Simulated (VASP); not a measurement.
# Ni (Fm-3m) in VASP: single point with PBE

Aim: the single point of Ni with PBE.

Program: VASP 6.6.1. These are calculated values, not measurements. Logs are shortened: lines on timing, memory, paths and dates and some standing lists are left out, and cuts for length are marked.

### 1 The cell of the first run

Symmetry: Fm-3m, No. 225, cubic system. The conventional cell has a = 3.521 Å, b = 3.521 Å, c = 3.521 Å, α = 90.00°, β = 90.00°, γ = 90.00°. Ni (site symmetry m-3m) has 12 Ni at 2.49 Å within 3.3 Å.

### 2 Single point, PBE, collinear spin, ferromagnetic start

The input, INCAR:

```
ALGO = Normal
EDIFF = 1E-6
ENCUT = 520
GGA = PE
ISIF = 2
ISMEAR = -1
ISPIN = 2
LASPH = True
LCHARG = True
LELF = True
LMAXMIX = 4
LORBIT = 11
LREAL = False
LVHAR = True
LWAVE = False
MAGMOM = 1
NBANDS = 15
NELM = 150
PREC = Accurate
SIGMA = 0.1
```

The input, KPOINTS:

```
k-points
0
Gamma
  21 21 21
```

The input, POSCAR:

```
Ni
1.0
    0.0000000000      1.7602627090      1.7602627090
    1.7602627090      0.0000000000      1.7602627090
    1.7602627090      1.7602627090      0.0000000000
Ni
1
Direct
    0.0000000000      0.0000000000      0.0000000000
```

Potentials or basis: VASP PAW PBE potentials, release 64 (Ni).

On the command line:

```
cat potpaw_PBE.64/Ni/POTCAR > POTCAR
mpirun -np 1 vasp_std > vasp.out
```

OUTCAR:

```text
EDIFF = 1E-6
   ENCUT = 520
   GGA = PE
   ISIF = 2
   ISMEAR = -1
   ISPIN = 2
   LASPH = True
   LORBIT = 11
   LREAL = False
   NELM = 150
   PREC = Accurate

 ion  position               nearest neighbor table
   1  0.000  0.000  0.000-

  LATTYP: Found a face centered cubic cell.
 ALAT       =     3.5205254180

  Lattice vectors:

 A1 = (   0.0000000000,   1.7602627090,   1.7602627090)
 A2 = (   1.7602627090,   0.0000000000,   1.7602627090)
 A3 = (   1.7602627090,   1.7602627090,   0.0000000000)

Analysis of symmetry for initial positions (statically):
=====================================================================
 Subroutine PRICEL returns:
 Original cell was already a primitive cell.

 Routine SETGRP: Setting up the symmetry group for a
 face centered cubic supercell.

 Subroutine GETGRP returns: Found 48 space group operations
 (whereof 48 operations were pure point group operations)
 out of a pool of 48 trial point group operations.

The static configuration has the point symmetry O_h .

Analysis of symmetry for dynamics (positions and initial velocities):
=====================================================================
 Subroutine PRICEL returns:
 Original cell was already a primitive cell.

 Routine SETGRP: Setting up the symmetry group for a
 face centered cubic supercell.

 Subroutine GETGRP returns: Found 48 space group operations
 (whereof 48 operations were pure point group operations)
 out of a pool of 48 trial point group operations.

The dynamic configuration has the point symmetry O_h .

Analysis of structural, dynamic, and magnetic symmetry:
=====================================================================
 Subroutine PRICEL returns:
 Original cell was already a primitive cell.

 Routine SETGRP: Setting up the symmetry group for a
 face centered cubic supercell.

 Subroutine GETGRP returns: Found 48 space group operations
 (whereof 48 operations were pure point group operations)
 out of a pool of 48 trial point group operations.

The overall configuration has the point symmetry O_h .

 Subroutine INISYM returns: Found 48 space group operations
 (whereof 48 operations are pure point group operations),
 and found     1 'primitive' translations

----------------------------------------------------------------------------------------

                                     Primitive cell

  volume of cell :      10.9084

  direct lattice vectors                    reciprocal lattice vectors
     0.000000000  1.760262709  1.760262709    -0.284048510  0.284048510  0.284048510
     1.760262709  0.000000000  1.760262709     0.284048510 -0.284048510  0.284048510
     1.760262709  1.760262709  0.000000000     0.284048510  0.284048510 -0.284048510

  length of vectors
     2.489387396  2.489387396  2.489387396     0.491986451  0.491986451  0.491986451

  position of ions in fractional coordinates (direct lattice)
     0.000000000  0.000000000  0.000000000

  ion indices of the primitive-cell ions
   primitive index   ion index
                 1           1

----------------------------------------------------------------------------------------

 KPOINTS: k-points

Automatic generation of k-mesh.
 Grid dimensions read from file:
 generate k-points for:   21   21   21

 Generating k-lattice:

  Cartesian coordinates                     Fractional coordinates (reciprocal lattice)
    -0.013526120  0.013526120  0.013526120     0.047619048  0.000000000  0.000000000
     0.013526120 -0.013526120  0.013526120     0.000000000  0.047619048  0.000000000
     0.013526120  0.013526120 -0.013526120     0.000000000  0.000000000  0.047619048

  Length of vectors
     0.023427926  0.023427926  0.023427926

  Shift w.r.t. Gamma in fractional coordinates (k-lattice)
     0.000000000  0.000000000  0.000000000

 Subroutine IBZKPT returns following result:
 ===========================================

 Found    286 irreducible k-points:

 Following reciprocal coordinates:
            Coordinates               Weight
  0.000000  0.000000  0.000000      1.000000
  0.047619  0.000000  0.000000      8.000000
  0.095238  0.000000  0.000000      8.000000
  0.142857  0.000000  0.000000      8.000000
  0.190476  0.000000  0.000000      8.000000
  0.238095  0.000000  0.000000      8.000000
[... 16 lines left out ...]
 -0.428571  0.047619  0.000000     24.000000
 -0.380952  0.047619  0.000000     24.000000
 [... further k-points ...]
   k-points           NKPTS =    286   k-points in BZ     NKDIM =    286   number of bands    NBANDS=     15
   number of dos      NEDOS =    301   number of ions     NIONS =      1
   total plane-waves  NPLWV =   8000
   dimension x,y,z NGX =    20 NGY =   20 NGZ =   20
   dimension x,y,z NGXF=    40 NGYF=   40 NGZF=   40
   ions per type =               1
   NGX,Y,Z   is equivalent  to a cutoff of  13.36, 13.36, 13.36 a.u.
   NGXF,Y,Z  is equivalent  to a cutoff of  26.71, 26.71, 26.71 a.u.
 SYSTEM =  unknown system
   PREC   = accura    normal or accurate (medium, high low for compatibility)
   ISTART =      0    job   : 0-new  1-cont  2-samecut
   ICHARG =      2    charge: 1-file 2-atom 10-const
   ISPIN  =      2    spin polarized calculation?
   LNONCOLLINEAR =      F non collinear calculations
   LSORBIT =      F    spin-orbit coupling
   LASPH  =      T    aspherical Exc in radial PAW
   ENCUT  =  520.0 eV  38.22 Ry    6.18 a.u.   4.63  4.63  4.63*2*pi/ulx,y,z
   NELM   =    150;   NELMIN=  2; NELMDL= -5     # of ELM steps
   EDIFF  = 0.1E-05   stopping-criterion for ELM
   LREAL  =      F    real-space projection
   EDIFFG = 0.1E-04   stopping-criterion for IOM
   NSW    =      0    number of steps for IOM
   IBRION =     -1    ionic relax: 0-MD 1-quasi-New 2-CG
   NFREE  =      0    steps in history (QN), initial steepest desc. (CG)
   ISIF   =      2    stress and relaxation
   ISYM   =      2    0-nonsym 1-usesym 2-fastsym
   POTIM  = 0.5000    time-step for ionic-motion
   TEBEG  =    0.0;   TEEND  =   0.0 temperature during run
   PSTRESS=    0.0 pullay stress
   NELECT =      10.0000    total number of electrons
   NUPDOWN=      -1.0000    fix difference up-down
   EMIN   =  10.00;   EMAX   =-10.00  energy-range for DOS
   EFERMI =   0.00;   METHOD = LEGACY
   ISMEAR =    -1;   SIGMA  =   0.10  broadening in eV -4-tet -1-fermi 0-gaus
   EFERMI_NEDOS =   21; number of points for ismear=-14 and -15
   IALGO  =     38    algorithm
   IMIX   =      4    mixing-type and parameters
     AMIX     =   0.40;   BMIX     =  1.00
     AMIX_MAG =   1.60;   BMIX_MAG =  1.00
  volume/ion in A,a.u.               =      10.91        73.61
  Fermi-wavevector in a.u.,A,eV,Ry     =   1.590330  3.005289 34.411183  2.529151
  Thomas-Fermi vector in A             =   2.689042
   LORBIT       =     11    0 simple, 1 ext, 2 COOP (PROOUT), +10 PAW based schemes
   GGA     = PE    functional components
   LHFCALC =     F    Hartree Fock is set to
   AEXX    =    0.0000 exact exchange contribution
   IVDW    =     0    specifies the selected vdW correction
   LEPSILON=     F    determine dielectric tensor
   LRPA    =     F    only Hartree local field effects (RPA)
 spin polarized calculation
  energy-cutoff  :      520.00
  volume of cell :       10.91
 maximum number of plane-waves:       305
   NGX =  9   NGY =  9   NGZ =  9

 number of electron      10.0000010 magnetization       0.6087933

 Free energy of the ion-electron system (eV)
  ---------------------------------------------------
  ext. energy  EPLUGINS =         0.00000000
  ---------------------------------------------------
  free energy    TOTEN  =        -5.49825657 eV

  energy without entropy =       -5.44379860  energy(sigma->0) =       -5.47102758

 E-fermi :   9.3271     XC(G=0): -13.2400

 val. band max:        9.3239230021   @ k =  -0.3333   0.2381   0.0952
 cond. band min:       9.3307235338   @ k =   0.4286   0.2381   0.0476
 fundamental gap:      0.0068005317
 Fermi energy:         9.3270619790

 spin component 1

 k-point     1 :       0.0000    0.0000    0.0000
  band No.  band energies     occupation
      1       0.3464      1.00000
      2       6.9326      1.00000
      3       6.9326      1.00000
      4       6.9326      1.00000
      5       8.0892      1.00000
      6       8.0892      1.00000
      7      33.0396      0.00000
      8      36.8782      0.00000
      9      36.8782      0.00000
     10      36.8782      0.00000
     11      39.8145      0.00000
     12      39.8145      0.00000
     13      39.8145      0.00000
     14      42.7798      0.00000
     15      49.0551      0.00000
[... 397 lines left out ...]
 k-point    24 :      -0.3810    0.0476    0.0000
  band No.  band energies     occupation
      1       4.3713      1.00000
      2       6.9764      1.00000
      3       7.0281      1.00000
      4       7.5672      1.00000
      5       8.5349      0.99964
      6       8.9216      0.98295
      7      17.2913      0.00000
      8      31.0282      0.00000
      9      33.1724      0.00000
     10      34.7187      0.00000
     11      37.1088      0.00000
     12      38.6901      0.00000
     13      43.3054      0.00000
     14      51.2889      0.00000
     15      52.5216      0.00000

 [... further k-points ...]

 spin component 2

 k-point     1 :       0.0000    0.0000    0.0000
  band No.  band energies     occupation
      1       0.3136      1.00000
      2       7.6539      1.00000
      3       7.6539      1.00000
      4       7.6539      1.00000
      5       8.6728      0.99856
      6       8.6728      0.99856
      7      32.8814      0.00000
      8      36.8646      0.00000
      9      36.8646      0.00000
     10      36.8646      0.00000
     11      39.9108      0.00000
     12      39.9108      0.00000
     13      39.9108      0.00000
     14      42.6559      0.00000
     15      49.2426      0.00000
[... 397 lines left out ...]
 k-point    24 :      -0.3810    0.0476    0.0000
  band No.  band energies     occupation
      1       4.6592      1.00000
      2       7.5751      1.00000
      3       7.6381      1.00000
      4       7.8534      1.00000
      5       9.2533      0.67637
      6       9.5677      0.08270
      7      17.5634      0.00000
      8      30.9749      0.00000
      9      33.1899      0.00000
     10      34.8123      0.00000
     11      37.1469      0.00000
     12      38.7161      0.00000
     13      43.3871      0.00000
     14      51.3601      0.00000
     15      52.7838      0.00000

 [... further k-points ...]
[... 5 lines left out ...]
  --------------------------------------------------------------------------------------
  -------------------------------------------------------------------------------------
  Total       -0.0100088     -0.0100088     -0.0100088      0.0000000      0.0000000     -0.0000000
  in kB       -1.4700434     -1.4700434     -1.4700434      0.0000000      0.0000000     -0.0000000
  external PRESSURE =      -1.4700434 kB  Pullay stress =       0.0000000 kB

 VOLUME and BASIS-vectors are now :
 -----------------------------------------------------------------------------
  energy-cutoff  :      520.00
  volume of cell :       10.91
      direct lattice vectors                 reciprocal lattice vectors
     0.000000000  1.760262709  1.760262709    -0.284048510  0.284048510  0.284048510
     1.760262709  0.000000000  1.760262709     0.284048510 -0.284048510  0.284048510
     1.760262709  1.760262709  0.000000000     0.284048510  0.284048510 -0.284048510

 POSITION                                       TOTAL-FORCE (eV/Angst)
 -----------------------------------------------------------------------------------
      0.00000      0.00000      0.00000        -0.000000      0.000000     -0.000000
 -----------------------------------------------------------------------------------
    total drift:                                0.000000     -0.000000      0.000000

  FREE ENERGIE OF THE ION-ELECTRON SYSTEM (eV)
  ---------------------------------------------------
  free  energy   TOTEN  =        -5.4982565676 eV

  energy  without entropy=       -5.4437985989  energy(sigma->0) =       -5.47102758

 total charge

# of ion       s       p       d       tot
------------------------------------------
    1        0.496   0.495   8.314   9.305

 magnetization (x)

# of ion       s       p       d       tot
------------------------------------------
    1       -0.006  -0.024   0.651   0.620
```

Run time: 43 s. Hardware: 1 thread of Intel Xeon 6975P-C (Granite Rapids), shared host; peak memory 0.18 GiB.

What came out:

* Free energy: -5.4983 eV
* Pressure: -0.1 GPa
* Net moment: 0.61 μB per cell
* Site moments: Ni +0.62 μB
* Valence electrons inside the program's atomic spheres: Ni 9.30
